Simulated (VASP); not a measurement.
Rh, 1 atom in the cell. It takes space group Fm-3m (No. 225, cubic). Conventional cell: a = 3.803 Å, b = 3.803 Å, c = 3.803 Å, α = 90.00°, β = 90.00°, γ = 90.00°. Within 3.5 Å of Rh (site symmetry m-3m) lie 12 Rh at 2.69 Å. 

- Program: VASP 6.6.1
- Task: electric field gradients
- Functional: PBE
- Potentials or basis: VASP PAW PBE potentials, release 64 (Rh_pv)
- Cutoff: 520 eV
- k mesh: 22 × 22 × 22
- Occupations: fermi-dirac, width 0.08 eV
- Spin: no spin polarisation
- Dipole correction: no
- Further INCAR settings: ALGO = Normal; EDIFF = 1e-08; NBANDS = 14

Potentials or basis: VASP PAW PBE potentials, release 64 (Rh_pv).

The run is started by

```sh
$ cat potpaw_PBE.64/Rh_pv/POTCAR > POTCAR
$ mpirun -np 1 vasp_std > vasp.out
```

Hardware: 1 thread of Intel Xeon 8259CL, on a shared host.

**Question.** How long does it take, and how much memory?

**Answer.** Run time: 91 s on 1 thread of Intel Xeon 8259CL, with other jobs on the host, peak memory 0.17 GiB. Counts: scf iterations 14, k points 328.
